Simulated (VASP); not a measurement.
# InSb (I-4m2) in VASP: a series of runs

Runs on InSb. Level: PBE. Tasks: electric field gradients.

All numbers are computed with VASP 6.6.1; they aren't measurements. Logs are shortened: lines on timing, memory, paths and dates and some standing lists are left out, and cuts for length are marked.

**1. The cell of the first run**

The structure is tetragonal, space group I-4m2 (No. 119). Conventional cell: a = 4.718 Å, b = 4.718 Å, c = 6.478 Å, α = 90.00°, β = 90.00°, γ = 90.00°. Within 3.8 Å of In (site symmetry -4m2) lie 4 Sb at 2.86 Å. Within 3.8 Å of Sb (site symmetry -4m2) lie 4 In at 2.86 Å.

**2. Electric field gradients, PBE (equal xx and yy strain of +3 %)**

The input, INCAR:

```
SYSTEM = InSb
  ALGO = Normal
  EDIFF = 1E-8
  ENCUT = 520
  GGA = PE
  ISIF = 2
  ISMEAR = -1
  LASPH = .TRUE.
  LCHARG = .FALSE.
  LEFG = .TRUE.
  LREAL = .FALSE.
  LWAVE = .FALSE.
  NBANDS = 16
  NELM = 60
  PREC = Accurate
  SIGMA = 0.03
```

The input, KPOINTS:

```
k-points
0
G
  10 10 10
  0 0 0
```

The input, POSCAR:

```
InSb
1.0
    0.0000000000      3.3362730000      3.2391000000
    3.3362730000      0.0000000000      3.2391000000
    3.3362730000      3.3362730000      0.0000000000
In Sb
1 1
Direct
    0.0000000000      0.0000000000      0.0000000000
    0.7500000000      0.7500000000      0.7500000000
```

Potentials or basis: VASP PAW PBE potentials, release 64 (In_d, Sb).

Started as:

```sh
$ cat potpaw_PBE.64/In_d/POTCAR potpaw_PBE.64/Sb/POTCAR > POTCAR
$ mpirun -np 1 vasp_std > vasp.out
```

OUTCAR:

```text
SYSTEM = InSb
   EDIFF = 1E-8
   ENCUT = 520
   GGA = PE
   ISIF = 2
   ISMEAR = -1
   LASPH = .TRUE.
   LREAL = .FALSE.
   NELM = 60
   PREC = Accurate

 ion  position               nearest neighbor table
   1  0.000  0.000  0.000-   2 2.86   2 2.86   2 2.86   2 2.86
   2  0.750  0.750  0.750-   1 2.86   1 2.86   1 2.86   1 2.86

  LATTYP: Found a body centered tetragonal cell.
 ALAT       =     4.7182025244
 C/A-ratio  =     1.3730228761

  Lattice vectors:

 A1 = (   0.0000000000,  -3.3362730000,  -3.2391000000)
 A2 = (   0.0000000000,   3.3362730000,  -3.2391000000)
 A3 = (   3.3362730000,   0.0000000000,   3.2391000000)

Analysis of symmetry for initial positions (statically):
=====================================================================
 Subroutine PRICEL returns:
 Original cell was already a primitive cell.

 Routine SETGRP: Setting up the symmetry group for a
 body centered tetragonal supercell.

 Subroutine GETGRP returns: Found  8 space group operations
 (whereof  8 operations were pure point group operations)
 out of a pool of 16 trial point group operations.

The static configuration has the point symmetry D_2d.

Analysis of symmetry for dynamics (positions and initial velocities):
=====================================================================
 Subroutine PRICEL returns:
 Original cell was already a primitive cell.

 Routine SETGRP: Setting up the symmetry group for a
 body centered tetragonal supercell.

 Subroutine GETGRP returns: Found  8 space group operations
 (whereof  8 operations were pure point group operations)
 out of a pool of 16 trial point group operations.

The dynamic configuration has the point symmetry D_2d.

 Subroutine INISYM returns: Found  8 space group operations
 (whereof  8 operations are pure point group operations),
 and found     1 'primitive' translations

----------------------------------------------------------------------------------------

                                     Primitive cell

  volume of cell :      72.1070

  direct lattice vectors                    reciprocal lattice vectors
     0.000000000  3.336273000  3.239100000    -0.149867832  0.149867832  0.154363867
     3.336273000  0.000000000  3.239100000     0.149867832 -0.149867832  0.154363867
[... 117 lines left out ...]
  energy-cutoff  :      520.00
  volume of cell :       72.11
 maximum number of plane-waves:      1964
   NGX = 17   NGY = 17   NGZ = 17

 number of electron      18.0000006 magnetization

 Free energy of the ion-electron system (eV)
  ---------------------------------------------------
  ext. energy  EPLUGINS =         0.00000000
  ---------------------------------------------------
  free energy    TOTEN  =        -6.94760655 eV

  energy without entropy =       -6.94750546  energy(sigma->0) =       -6.94755600

 E-fermi :   4.5547     XC(G=0):  -8.4372

 val. band max:        4.4587390951   @ k =   0.0000   0.0000   0.0000
 cond. band min:       4.5920359124   @ k =   0.0000   0.0000   0.0000
 fundamental gap:      0.1332968173
 Fermi energy:         4.5547088722

 k-point     1 :       0.0000    0.0000    0.0000
  band No.  band energies     occupation
      1      -9.9888      2.00000
      2      -9.9888      2.00000
      3      -9.9826      2.00000
      4      -9.9199      2.00000
      5      -9.9145      2.00000
      6      -5.8540      2.00000
[... 433 lines left out ...]
      3      -9.9611      2.00000
      4      -9.9316      2.00000
      5      -9.9080      2.00000
      6      -4.5864      2.00000
[... 8 lines left out ...]
     15      13.8883      0.00000
     16      14.4562      0.00000

 [... further k-points ...]
[... 5 lines left out ...]
  --------------------------------------------------------------------------------------
  -------------------------------------------------------------------------------------
  Total        0.0938675      0.0938675      0.4217185      0.0000000      0.0000000      0.0000000
  in kB        2.0856827      2.0856827      9.3703474      0.0000000      0.0000000      0.0000000
  external PRESSURE =       4.5139043 kB  Pullay stress =       0.0000000 kB

 VOLUME and BASIS-vectors are now :
 -----------------------------------------------------------------------------
  energy-cutoff  :      520.00
  volume of cell :       72.11
      direct lattice vectors                 reciprocal lattice vectors
     0.000000000  3.336273000  3.239100000    -0.149867832  0.149867832  0.154363867
     3.336273000  0.000000000  3.239100000     0.149867832 -0.149867832  0.154363867
     3.336273000  3.336273000  0.000000000     0.149867832  0.149867832 -0.154363867

 POSITION                                       TOTAL-FORCE (eV/Angst)
 -----------------------------------------------------------------------------------
      0.00000      0.00000      0.00000         0.000000      0.000000      0.000000
      5.00441      5.00441      4.85865        -0.000000     -0.000000     -0.000000
 -----------------------------------------------------------------------------------
    total drift:                                0.000000      0.000000      0.000000

  FREE ENERGIE OF THE ION-ELECTRON SYSTEM (eV)
  ---------------------------------------------------
  free  energy   TOTEN  =        -6.9476065483 eV

  energy  without entropy=       -6.9475054600  energy(sigma->0) =       -6.94755600

 Electric field gradients (V/A^2)
---------------------------------------------------------------------
 ion       V_xx      V_yy      V_zz      V_xy      V_xz      V_yz
---------------------------------------------------------------------
   1      -4.181    -4.181     8.363     0.001     0.003     0.003
   2       2.969     2.969    -5.939     0.000     0.000     0.000
---------------------------------------------------------------------

 Electric field gradients after diagonalization (V/A^2)
 (convention: |V_zz| > |V_xx| > |V_yy|)
----------------------------------------------------------------------
 ion       V_xx      V_yy      V_zz     asymmetry (V_yy - V_xx)/ V_zz
----------------------------------------------------------------------
   1      -4.183    -4.180     8.363       0.000
   2       2.969     2.969    -5.939       0.000
----------------------------------------------------------------------

           NMR quadrupolar parameters

 Cq : quadrupolar parameter    Cq=e*Q*V_zz/h
 eta: asymmetry parameters     (V_yy - V_xx)/ V_zz
 Q  : nuclear electric quadrupole moment in mb (millibarn)
----------------------------------------------------------------------
 ion       Cq(MHz)       eta       Q (mb)
----------------------------------------------------------------------
   1       0.020       0.000       1.000
   2      -0.014       0.000       1.000
----------------------------------------------------------------------
```

It took 3 min on 1 thread of AMD EPYC 7R43 (Zen 3), shared host; peak memory 0.25 GiB.

Results:

```yaml
Free_energy: -6.9476 eV
Pressure: 0.5 GPa
Band_gap_on_the_k_mesh: 0.13 eV, direct
```

Levels at points of the mesh, in eV from the valence-band top:
```
           k point  band 6  band 7  band 8  band 9  band 10  band 11  band 12  band 13
(0.00, 0.00, 0.00)  -10.31   -0.48    0.00    0.00     0.13     2.97     3.04     3.04
(0.50, 0.00, 0.00)   -9.09   -5.31   -0.96   -0.79     0.48     3.78     3.92     6.17
(0.50, 0.50, 0.00)   -8.50   -5.54   -2.12   -2.12     1.26     1.40     7.87     7.87
(0.50, 0.00, 0.50)   -8.57   -5.67   -1.99   -1.97     1.47     1.54     7.76     7.86
```

Electric field gradients, principal values (V/Å²):
```csv
atom,least,middle,greatest (by size)
1 In,-4.180,-4.183,8.363
2 Sb,2.969,2.969,-5.939
```

Caveat: the cell differs from its parent crystal (equal xx and yy strain of +3 %); without QUAD_EFG the Cq values of the log hold for a quadrupole moment of 1 mb, not for the nuclei; spin-orbit coupling is left out, which moves the levels of the heavy elements.

**3. Electric field gradients, PBE (equal xx and yy strain of +3 %)**

The input, INCAR:

```
ALGO = Normal
EDIFF = 1E-8
ENCUT = 520
GGA = PE
ISIF = 2
ISMEAR = -1
LASPH = True
LCHARG = False
LEFG = True
LREAL = False
LWAVE = False
NBANDS = 16
NELM = 60
PREC = Accurate
SIGMA = 0.03
```

The input, KPOINTS:

```
k-points
0
Gamma
  10 10 10
```

POSCAR is that of step 2.

Potentials or basis: VASP PAW PBE potentials, release 64 (In_d, Sb).

Started as:

```sh
$ cat potpaw_PBE.64/In_d/POTCAR potpaw_PBE.64/Sb/POTCAR > POTCAR
$ mpirun -np 1 vasp_std > vasp.out
```

OUTCAR:

```text
EDIFF = 1E-8
   ENCUT = 520
   GGA = PE
   ISIF = 2
   ISMEAR = -1
   LASPH = True
   LREAL = False
   NELM = 60
   PREC = Accurate

 ion  position               nearest neighbor table
   1  0.000  0.000  0.000-   2 2.86   2 2.86   2 2.86   2 2.86
   2  0.750  0.750  0.750-   1 2.86   1 2.86   1 2.86   1 2.86

  LATTYP: Found a body centered tetragonal cell.
 ALAT       =     4.7182025244
 C/A-ratio  =     1.3730228761

  Lattice vectors:

 A1 = (   0.0000000000,  -3.3362730000,  -3.2391000000)
 A2 = (   0.0000000000,   3.3362730000,  -3.2391000000)
 A3 = (   3.3362730000,   0.0000000000,   3.2391000000)

Analysis of symmetry for initial positions (statically):
=====================================================================
 Subroutine PRICEL returns:
 Original cell was already a primitive cell.

 Routine SETGRP: Setting up the symmetry group for a
 body centered tetragonal supercell.

 Subroutine GETGRP returns: Found  8 space group operations
 (whereof  8 operations were pure point group operations)
 out of a pool of 16 trial point group operations.

The static configuration has the point symmetry D_2d.

Analysis of symmetry for dynamics (positions and initial velocities):
=====================================================================
 Subroutine PRICEL returns:
 Original cell was already a primitive cell.

 Routine SETGRP: Setting up the symmetry group for a
 body centered tetragonal supercell.

 Subroutine GETGRP returns: Found  8 space group operations
 (whereof  8 operations were pure point group operations)
 out of a pool of 16 trial point group operations.

The dynamic configuration has the point symmetry D_2d.

[... 150 lines left out ...]
 Fermi energy:         4.5547088722

 k-point     1 :       0.0000    0.0000    0.0000
  band No.  band energies     occupation
      1      -9.9888      2.00000
      2      -9.9888      2.00000
      3      -9.9826      2.00000
      4      -9.9199      2.00000
      5      -9.9145      2.00000
      6      -5.8540      2.00000
[... 433 lines left out ...]
      3      -9.9611      2.00000
      4      -9.9316      2.00000
      5      -9.9080      2.00000
      6      -4.5864      2.00000
[... 8 lines left out ...]
     15      13.8883      0.00000
     16      14.4562      0.00000

 [... further k-points ...]
[... 5 lines left out ...]
  --------------------------------------------------------------------------------------
  -------------------------------------------------------------------------------------
  Total        0.0938675      0.0938675      0.4217185      0.0000000      0.0000000      0.0000000
  in kB        2.0856827      2.0856827      9.3703474      0.0000000      0.0000000      0.0000000
  external PRESSURE =       4.5139043 kB  Pullay stress =       0.0000000 kB

 VOLUME and BASIS-vectors are now :
 -----------------------------------------------------------------------------
  energy-cutoff  :      520.00
  volume of cell :       72.11
      direct lattice vectors                 reciprocal lattice vectors
     0.000000000  3.336273000  3.239100000    -0.149867832  0.149867832  0.154363867
     3.336273000  0.000000000  3.239100000     0.149867832 -0.149867832  0.154363867
     3.336273000  3.336273000  0.000000000     0.149867832  0.149867832 -0.154363867

 POSITION                                       TOTAL-FORCE (eV/Angst)
 -----------------------------------------------------------------------------------
      0.00000      0.00000      0.00000         0.000000      0.000000      0.000000
      5.00441      5.00441      4.85865        -0.000000     -0.000000     -0.000000
 -----------------------------------------------------------------------------------
    total drift:                                0.000000      0.000000      0.000000

  FREE ENERGIE OF THE ION-ELECTRON SYSTEM (eV)
  ---------------------------------------------------
  free  energy   TOTEN  =        -6.9476065483 eV

  energy  without entropy=       -6.9475054600  energy(sigma->0) =       -6.94755600

 Electric field gradients (V/A^2)
---------------------------------------------------------------------
 ion       V_xx      V_yy      V_zz      V_xy      V_xz      V_yz
---------------------------------------------------------------------
   1      -4.181    -4.181     8.363     0.001     0.003     0.003
   2       2.969     2.969    -5.939     0.000     0.000     0.000
---------------------------------------------------------------------

 Electric field gradients after diagonalization (V/A^2)
 (convention: |V_zz| > |V_xx| > |V_yy|)
----------------------------------------------------------------------
 ion       V_xx      V_yy      V_zz     asymmetry (V_yy - V_xx)/ V_zz
----------------------------------------------------------------------
   1      -4.183    -4.180     8.363       0.000
   2       2.969     2.969    -5.939       0.000
----------------------------------------------------------------------

           NMR quadrupolar parameters

 Cq : quadrupolar parameter    Cq=e*Q*V_zz/h
 eta: asymmetry parameters     (V_yy - V_xx)/ V_zz
 Q  : nuclear electric quadrupole moment in mb (millibarn)
----------------------------------------------------------------------
 ion       Cq(MHz)       eta       Q (mb)
----------------------------------------------------------------------
   1       0.020       0.000       1.000
   2      -0.014       0.000       1.000
----------------------------------------------------------------------
```

OSZICAR:

```text
N       E                     dE             d eps       ncg     rms          rms(c)
DAV:   1     0.113693586783E+03    0.11369E+03   -0.78520E+03  3264   0.110E+03
DAV:   2     0.332244263931E+00   -0.11336E+03   -0.10974E+03  3704   0.279E+02
DAV:   3    -0.683566235999E+01   -0.71679E+01   -0.71423E+01  4152   0.725E+01
DAV:   4    -0.703588103945E+01   -0.20022E+00   -0.20018E+00  4208   0.141E+01
DAV:   5    -0.704688978135E+01   -0.11009E-01   -0.11009E-01  4920   0.269E+00    0.379E+00
DAV:   6    -0.695637479997E+01    0.90515E-01   -0.15082E-01  4792   0.564E+00    0.220E+00
DAV:   7    -0.694571964307E+01    0.10655E-01   -0.61882E-02  4288   0.222E+00    0.592E-01
DAV:   8    -0.694685610016E+01   -0.11365E-02   -0.71299E-03  4432   0.936E-01    0.220E-01
DAV:   9    -0.694750630971E+01   -0.65021E-03   -0.90147E-04  4032   0.255E-01    0.715E-02
DAV:  10    -0.694756027101E+01   -0.53961E-04   -0.49614E-05  4600   0.464E-02    0.332E-02
DAV:  11    -0.694760485074E+01   -0.44580E-04   -0.80808E-05  3736   0.551E-02    0.226E-02
DAV:  12    -0.694760610392E+01   -0.12532E-05   -0.13118E-06  4288   0.740E-03    0.680E-03
DAV:  13    -0.694760681697E+01   -0.71305E-06   -0.15347E-06  3896   0.788E-03    0.421E-03
DAV:  14    -0.694760654009E+01    0.27689E-06   -0.74885E-08  4752   0.148E-03    0.122E-03
DAV:  15    -0.694760654832E+01   -0.82307E-08   -0.12839E-08  3616   0.662E-04
   1 F= -.69476065E+01 E0= -.69475560E+01  d E =-.101088E-03
```

stdout:

```text
POSCAR found type information on POSCAR InSb
 POSCAR found :  2 types and       2 ions
 scaLAPACK will be used
 LDA part: xc-table for (Slater+PW92), standard interpolation
 POSCAR, INCAR and KPOINTS ok, starting setup
 FFT: planning ... GRIDC
 FFT: planning ... GRID_SOFT
 FFT: planning ... GRID
 WAVECAR not read
 entering main loop
ion   1

ion   2
```

It took 3 min on 1 thread of AMD EPYC 7R43 (Zen 3), shared host; peak memory 0.25 GiB.

What came out:

| Quantity | Value |
| --- | --- |
| Free energy | -6.9476 eV |
| Pressure | 0.5 GPa |
| Band gap on the k mesh | 0.13 eV, direct |

Levels at points of the mesh, in eV from the valence-band top:
```tsv
k point	band 5	band 6	band 7	band 8	band 9	band 10	band 11	band 12	band 13	band 14
(0.00, 0.00, 0.00)	-14.37	-10.31	-0.48	0.00	0.00	0.13	2.97	3.04	3.04	5.72
(0.50, 0.00, 0.00)	-14.37	-9.09	-5.31	-0.96	-0.79	0.48	3.78	3.92	6.17	7.97
(0.50, 0.50, 0.00)	-14.36	-8.50	-5.54	-2.12	-2.12	1.26	1.40	7.87	7.87	8.57
(0.50, 0.00, 0.50)	-14.37	-8.57	-5.67	-1.99	-1.97	1.47	1.54	7.76	7.86	8.40
```

Electric field gradients, principal values (V/Å²):
| atom | least | middle | greatest (by size) |
| --- | --- | --- | --- |
| 1 In | -4.180 | -4.183 | 8.363 |
| 2 Sb | 2.969 | 2.969 | -5.939 |

Caveat: the cell differs from its parent crystal (equal xx and yy strain of +3 %); without QUAD_EFG the Cq values of the log hold for a quadrupole moment of 1 mb, not for the nuclei; spin-orbit coupling is left out, which moves the levels of the heavy elements.

(Part 1 of 2 ends here.)
